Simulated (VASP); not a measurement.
## La: single point with PBE

Crystal: La.

```xyz
1
Lattice="2.6282 0.0000 0.0000 -1.3141 2.2761 0.0000 0.0000 0.0000 2.4706" Properties=species:S:1:pos:R:3 pbc="T T T"
La    0.0000    0.0000    0.0000
```

This cell differs from its parent crystal: volume scaled by 0.4, source ansatz.

- Program: VASP 6.6.1
- Task: single point
- Functional: PBE
- Potentials or basis: VASP PAW PBE potentials, release 64 (La)
- Cutoff: 520 eV
- k mesh: 12 × 12 × 11
- Occupations: fermi-dirac, width 0.08 eV
- Spin: no spin polarisation
- Dipole correction: no
- Further INCAR settings: ALGO = Normal; EDIFF = 1e-06; NBANDS = 12

| Quantity | Value |
| --- | --- |
| Pressure | 168.0 GPa |

Stress tensor (GPa, compression positive):
```
168.10   0.00   0.00
  0.00 168.10   0.00
  0.00   0.00 167.76
```

Levels at points of the mesh, in eV from the Fermi level:
```
           k point  band 4  band 5  band 6  band 7  band 8  band 9
(0.00, 0.00, 0.00)  -11.12   -3.12    0.33    2.39    2.39    2.39
(0.50, 0.00, 0.00)   -9.34   -4.36    1.03    2.95    3.20    4.41
```

Wall time 15 s on 1 thread of Intel(R) Xeon(R) Platinum 8375C CPU @ 2.90GHz (Ice Lake) (shared host), peak memory 0.15 GiB.

Caveat: spin-orbit coupling is left out, which moves the levels of the heavy elements.
